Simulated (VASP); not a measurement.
# MoS2 (R3m) in VASP: single point with PBEsol+D3(BJ)

Aim: the single point of MoS2 with PBEsol+D3(BJ).

All numbers are computed with VASP 6.6.1; they aren't measurements. Logs are shortened: lines on timing, memory, paths and dates and some standing lists are left out, and cuts for length are marked.

## (1) The cell of the first run

The structure is trigonal, space group R3m (No. 160). Conventional cell: a = 3.116 Å, b = 3.116 Å, c = 17.357 Å, α = 90.00°, β = 90.00°, γ = 120.00°. Mo (site symmetry 3m) has 6 S at 2.38 Å and 6 Mo at 3.12 Å within 3.2 Å. Within 3.3 Å of S (site symmetry 3m) lie 3 Mo at 2.38 Å and 10 S at 3.12 to 3.22 Å. Within 3.3 Å of S (site symmetry 3m) lie 3 Mo at 2.38 Å and 10 S at 3.12 to 3.22 Å.

## (2) Single point, PBEsol+D3(BJ)

File INCAR:

```
SYSTEM = MoS2
PREC = Accurate
ENCUT = 520
EDIFF = 1E-7
ISMEAR = 0
SIGMA = 0.05
LREAL = .False.
LASPH = .True.
NELM = 100
ALGO = Normal
ISIF = 2
LWAVE = .False.
LCHARG = .True.
GGA = PS
IVDW = 12
LELF = .True.
LVHAR = .True.
NBANDS = 49
```

File KPOINTS:

```
regular mesh
0
Gamma
  12 12 2
  0 0 0
```

File POSCAR:

```
MoS2
1.0
   -3.1157188068      0.0000000000      0.0000000000
   -1.5578594034     -2.6982916378      0.0000000000
    0.0000000000     -0.0000000001     17.3570723160
Mo S
3 6
Direct
    0.6666666667      0.6666666667      0.3333722173
    1.0000000000      0.0000000000      0.0000388840
    0.3333333333      0.3333333333      0.6667055507
    0.6666666667      0.6666666667      0.0898020856
    1.0000000000      0.0000000000      0.7564687523
    0.3333333333      0.3333333333      0.4231354190
    0.6666666667      0.6666666667      0.9101256970
    1.0000000000      0.0000000000      0.5767923637
    0.3333333333      0.3333333333      0.2434590304
```

Potentials or basis: VASP PAW PBE potentials, release 64 (Mo_sv, S).

The run is started by

```
$ cat potpaw_PBE.64/Mo_sv/POTCAR potpaw_PBE.64/S/POTCAR > POTCAR
$ mpirun -np 1 vasp_std > vasp.out
```

OUTCAR:

```text
SYSTEM = MoS2
   PREC = Accurate
   ENCUT = 520
   EDIFF = 1E-7
   ISMEAR = 0
   LREAL = .False.
   LASPH = .True.
   NELM = 100
   ISIF = 2
   GGA = PS
   IVDW = 12
 IVDW          = 12

 ion  position               nearest neighbor table
   1  0.667  0.667  0.333-   6 2.38   6 2.38   6 2.38   9 2.38   9 2.38   9 2.38
   2  0.000  0.000  0.000-   4 2.38   4 2.38   4 2.38   7 2.38   7 2.38   7 2.38
   3  0.333  0.333  0.667-   5 2.38   5 2.38   5 2.38   8 2.38   8 2.38   8 2.38
   4  0.667  0.667  0.090-   2 2.38   2 2.38   2 2.38
   5  0.000  0.000  0.756-   3 2.38   3 2.38   3 2.38
   6  0.333  0.333  0.423-   1 2.38   1 2.38   1 2.38
   7  0.667  0.667  0.910-   2 2.38   2 2.38   2 2.38
   8  0.000  0.000  0.577-   3 2.38   3 2.38   3 2.38
   9  0.333  0.333  0.243-   1 2.38   1 2.38   1 2.38

  LATTYP: Found a hexagonal cell.
 ALAT       =     3.1157188069
 C/A-ratio  =     5.5708083405

  Lattice vectors:

 A1 = (   1.5578594034,   2.6982916378,   0.0000000000)
 A2 = (  -3.1157188068,   0.0000000000,   0.0000000000)
 A3 = (   0.0000000000,  -0.0000000001,  17.3570723160)

Analysis of symmetry for initial positions (statically):
=====================================================================
 Subroutine PRICEL returns following result:

  LATTYP: Found a trigonal (rhomboedric) cell.
 ALAT       =     6.0588875985
 COS(alpha) =     0.8677789127

  Lattice vectors:

 A1 = (   0.0000000002,   1.7988610920,  -5.7856907714)
 A2 = (   1.5578594031,  -0.8994305461,  -5.7856907732)
 A3 = (  -1.5578594032,  -0.8994305458,  -5.7856907714)

   3 primitive cells build up your supercell.

 Routine SETGRP: Setting up the symmetry group for a
 hexagonal supercell.

 Subroutine GETGRP returns: Found  6 space group operations
 (whereof  6 operations were pure point group operations)
 out of a pool of 24 trial point group operations.

The static configuration has the point symmetry C_3v.

Analysis of symmetry for dynamics (positions and initial velocities):
=====================================================================
 Subroutine PRICEL returns following result:

  LATTYP: Found a trigonal (rhomboedric) cell.
 ALAT       =     6.0588875985
 COS(alpha) =     0.8677789127

  Lattice vectors:

 A1 = (   0.0000000002,   1.7988610920,  -5.7856907714)
 A2 = (   1.5578594031,  -0.8994305461,  -5.7856907732)
 A3 = (  -1.5578594032,  -0.8994305458,  -5.7856907714)

   3 primitive cells build up your supercell.

 Routine SETGRP: Setting up the symmetry group for a
 hexagonal supercell.

 Subroutine GETGRP returns: Found  6 space group operations
 (whereof  6 operations were pure point group operations)
 out of a pool of 24 trial point group operations.

The dynamic configuration has the point symmetry C_3v.

 Subroutine INISYM returns: Found  6 space group operations
 (whereof  6 operations are pure point group operations),
 and found     3 'primitive' translations

----------------------------------------------------------------------------------------

                                     Primitive cell

  volume of cell :      48.6410

  direct lattice vectors                    reciprocal lattice vectors
     0.000000000  1.798861092 -5.785690771    -0.000000000  0.370604862 -0.057613403
     1.557859403 -0.899430546 -5.785690773     0.320953225 -0.185302431 -0.057613403
    -1.557859403 -0.899430546 -5.785690771    -0.320953225 -0.185302431 -0.057613403

  length of vectors
     6.058887598  6.058887600  6.058887598     0.375056353  0.375056353  0.375056353

  position of ions in fractional coordinates (direct lattice)
     0.999961116  0.999961116  0.999961116
     0.243531248  0.243531248  0.243531248
     0.423207636  0.423207636  0.423207637

  ion indices of the primitive-cell ions
   primitive index   ion index
                 1           1
                 2           4
                 3           7

----------------------------------------------------------------------------------------

 KPOINTS: regular mesh

Automatic generation of k-mesh.
 Grid dimensions read from file:
 generate k-points for:   12   12    2

 Generating k-lattice:

  Cartesian coordinates                     Fractional coordinates (reciprocal lattice)
    -0.026746102  0.015441869  0.000000000     0.083333333 -0.000000000 -0.000000000
     0.000000000 -0.030883738 -0.000000000     0.000000000  0.083333333  0.000000000
     0.000000000  0.000000000  0.028806701     0.000000000  0.000000000  0.500000000

  Length of vectors
     0.030883738  0.030883738  0.028806701

  Shift w.r.t. Gamma in fractional coordinates (k-lattice)
     0.000000000  0.000000000  0.000000000

 Subroutine IBZKPT returns following result:
 ===========================================

 Found     38 irreducible k-points:

 Following reciprocal coordinates:
            Coordinates               Weight
  0.000000  0.000000  0.000000      1.000000
  0.083333  0.000000  0.000000      6.000000
  0.166667  0.000000  0.000000      6.000000
  0.250000  0.000000  0.000000      6.000000
  0.333333  0.000000  0.000000      6.000000
  0.416667  0.000000  0.000000      6.000000
[... 16 lines left out ...]
  0.250000  0.000000  0.500000      6.000000
  0.333333  0.000000  0.500000      6.000000
 [... further k-points ...]
   k-points           NKPTS =     38   k-points in BZ     NKDIM =     38   number of bands    NBANDS=     49
   number of dos      NEDOS =    301   number of ions     NIONS =      9
   total plane-waves  NPLWV =  80640
   dimension x,y,z NGX =    24 NGY =   24 NGZ =  140
   dimension x,y,z NGXF=    48 NGYF=   48 NGZF=  280
   ions per type =               3   6
   NGX,Y,Z   is equivalent  to a cutoff of  12.81, 12.81, 13.41 a.u.
   NGXF,Y,Z  is equivalent  to a cutoff of  25.61, 25.61, 26.82 a.u.
 SYSTEM =  MoS2
   PREC   = accura    normal or accurate (medium, high low for compatibility)
   ISTART =      0    job   : 0-new  1-cont  2-samecut
   ICHARG =      2    charge: 1-file 2-atom 10-const
   ISPIN  =      1    spin polarized calculation?
   LNONCOLLINEAR =      F non collinear calculations
   LSORBIT =      F    spin-orbit coupling
   LASPH  =      T    aspherical Exc in radial PAW
   ENCUT  =  520.0 eV  38.22 Ry    6.18 a.u.   5.79  5.79 32.27*2*pi/ulx,y,z
   NELM   =    100;   NELMIN=  2; NELMDL= -5     # of ELM steps
   EDIFF  = 0.1E-06   stopping-criterion for ELM
   LREAL  =      F    real-space projection
   EDIFFG = 0.1E-05   stopping-criterion for IOM
   NSW    =      0    number of steps for IOM
   IBRION =     -1    ionic relax: 0-MD 1-quasi-New 2-CG
   NFREE  =      0    steps in history (QN), initial steepest desc. (CG)
   ISIF   =      2    stress and relaxation
   ISYM   =      2    0-nonsym 1-usesym 2-fastsym
   POTIM  = 0.5000    time-step for ionic-motion
   TEBEG  =    0.0;   TEEND  =   0.0 temperature during run
   PSTRESS=    0.0 pullay stress
   NELECT =      78.0000    total number of electrons
   NUPDOWN=      -1.0000    fix difference up-down
   EMIN   =  10.00;   EMAX   =-10.00  energy-range for DOS
   EFERMI =   0.00;   METHOD = LEGACY
   ISMEAR =     0;   SIGMA  =   0.05  broadening in eV -4-tet -1-fermi 0-gaus
   EFERMI_NEDOS =   21; number of points for ismear=-14 and -15
   IALGO  =     38    algorithm
   IMIX   =      4    mixing-type and parameters
     AMIX     =   0.40;   BMIX     =  1.00
     AMIX_MAG =   1.60;   BMIX_MAG =  1.00
  volume/ion in A,a.u.               =      16.21       109.42
  Fermi-wavevector in a.u.,A,eV,Ry     =   1.328613  2.510714 24.017174  1.765212
  Thomas-Fermi vector in A             =   2.457837
   LORBIT       =      0    0 simple, 1 ext, 2 COOP (PROOUT), +10 PAW based schemes
   GGA     = PS    functional components
   LHFCALC =     F    Hartree Fock is set to
   AEXX    =    0.0000 exact exchange contribution
   IVDW    =    12    specifies the selected vdW correction
   LEPSILON=     F    determine dielectric tensor
   LRPA    =     F    only Hartree local field effects (RPA)
 non-spin polarized calculation
 Gauss-broadening in eV      SIGMA  =   0.05
  energy-cutoff  :      520.00
  volume of cell :      145.92
 maximum number of plane-waves:      3956
   NGX = 11   NGY = 11   NGZ = 65

 number of electron      78.0000000 magnetization

 Free energy of the ion-electron system (eV)
  ---------------------------------------------------
  ext. energy  EPLUGINS =         0.00000000
  ---------------------------------------------------
  free energy    TOTEN  =       -70.18868335 eV

  energy without entropy =      -70.18868335  energy(sigma->0) =      -70.18868335

 E-fermi :   9.3282     XC(G=0): -11.5883

 val. band max:        8.9960284035   @ k =   0.0000   0.0000   0.5000
 cond. band min:       9.5650938603   @ k =   0.3333   0.1667  -0.0000
 fundamental gap:      0.5690654568
 Fermi energy:         9.3282022187

 k-point     1 :       0.0000    0.0000    0.0000
  band No.  band energies     occupation
      1     -52.6445      2.00000
      2     -52.6445      2.00000
      3     -52.6445      2.00000
      4     -26.8813      2.00000
      5     -26.8813      2.00000
      6     -26.8811      2.00000
[... 41 lines left out ...]
     48      11.1767      0.00000
     49      11.2931      0.00000

 k-point     2 :       0.0833    0.0000    0.0000
  band No.  band energies     occupation
      1     -52.6411      2.00000
      2     -52.6411      2.00000
      3     -52.6411      2.00000
      4     -26.8748      2.00000
      5     -26.8748      2.00000
      6     -26.8746      2.00000
[... 41 lines left out ...]
     48      11.1065      0.00000
     49      11.2553      0.00000

 k-point     3 :       0.1667    0.0000    0.0000
  band No.  band energies     occupation
      1     -52.6318      2.00000
      2     -52.6318      2.00000
      3     -52.6318      2.00000
      4     -26.8571      2.00000
      5     -26.8571      2.00000
      6     -26.8569      2.00000
[... 1081 lines left out ...]
     48      11.5539      0.00000
     49      11.7422      0.00000

 k-point    24 :       0.3333    0.0000    0.5000
  band No.  band energies     occupation
      1     -52.6065      2.00000
      2     -52.6065      2.00000
      3     -52.6065      2.00000
      4     -26.9384      2.00000
      5     -26.9384      2.00000
      6     -26.9383      2.00000
[... 41 lines left out ...]
     48      11.9541      0.00000
     49      12.0493      0.00000

 [... further k-points ...]

------------------------ aborting loop because EDIFF is reached ----------------------------------------

 Edisp (eV)   -3.65166

 E8    (eV) :    -2.2947

  FORCE on cell =-STRESS in cart. coord.  units (eV):
  Direction    XX          YY          ZZ          XY          YZ          ZX
  --------------------------------------------------------------------------------------
  -------------------------------------------------------------------------------------
  Total      -0.01195    -0.01195    -0.01120     0.00000     0.00000     0.00000
  in kB      -0.13126    -0.13126    -0.12302     0.00000     0.00000     0.00000
  external pressure =       -0.13 kB  Pullay stress =        0.00 kB

 VOLUME and BASIS-vectors are now :
 -----------------------------------------------------------------------------
  energy-cutoff  :      520.00
  volume of cell :      145.92
      direct lattice vectors                 reciprocal lattice vectors
    -3.115718807  0.000000000  0.000000000    -0.320953225  0.185302431  0.000000000
    -1.557859403 -2.698291638  0.000000000     0.000000000 -0.370604862 -0.000000000
     0.000000000 -0.000000000 17.357072316     0.000000000  0.000000000  0.057613403

 POSITION                                       TOTAL-FORCE (eV/Angst)
 -----------------------------------------------------------------------------------
     -3.11572     -1.79886      5.78637        -0.000000      0.000000     -0.000349
      0.00000     -0.00000      0.00067        -0.000000      0.000000     -0.000349
     -1.55786     -0.89943     11.57206        -0.000000      0.000000     -0.000349
     -3.11572     -1.79886      1.55870         0.000000      0.000000     -0.005006
      0.00000     -0.00000     13.13008         0.000000      0.000000     -0.005006
     -1.55786     -0.89943      7.34439         0.000000      0.000000     -0.005006
     -3.11572     -1.79886     15.79712         0.000000     -0.000000      0.005355
      0.00000     -0.00000     10.01143         0.000000     -0.000000      0.005355
     -1.55786     -0.89943      4.22574         0.000000     -0.000000      0.005355
 -----------------------------------------------------------------------------------
    total drift:                               -0.000000     -0.000000     -0.000116

  FREE ENERGIE OF THE ION-ELECTRON SYSTEM (eV)
  ---------------------------------------------------
  free  energy   TOTEN  =       -73.8403415629 eV

  energy  without entropy=      -73.8403415629  energy(sigma->0) =      -73.84034156
```

Wall time 7.7 min (1 thread of Intel Xeon 8259CL, shared host); peak memory 0.39 GiB.

What came out:

```
Free energy                : -73.8403 eV
Pressure                   : 0.0 GPa
Largest force              : 0.005 eV/Å
Band gap on the k mesh     : 0.57 eV
Dispersion energy per atom : -0.406 eV
```

Forces in eV/Å, atoms in the order of the input:
```
Mo   0.000  0.000  0.000
Mo   0.000  0.000  0.000
Mo   0.000  0.000  0.000
S    0.000  0.000 -0.005
S    0.000  0.000 -0.005
S    0.000  0.000 -0.005
S    0.000  0.000  0.005
S    0.000  0.000  0.005
S    0.000  0.000  0.005
```

Levels at points of the mesh, in eV from the valence-band top:
| k point | band 37 | band 38 | band 39 | band 40 | band 41 | band 42 |
| --- | --- | --- | --- | --- | --- | --- |
| (0.00, 0.00, 0.00) | -0.93 | -0.11 | -0.11 | 1.81 | 1.81 | 1.92 |
| (0.50, 0.00, 0.00) | -1.74 | -1.74 | -1.58 | 1.47 | 1.53 | 1.53 |
| (0.00, 0.00, 0.50) | -0.48 | -0.48 | 0.00 | 1.85 | 1.85 | 1.85 |
| (0.50, 0.00, 0.50) | -1.66 | -1.63 | -1.63 | 1.49 | 1.49 | 1.56 |

Caveat: the PAW data sets were made with another functional, which shifts forces and pressure a little.
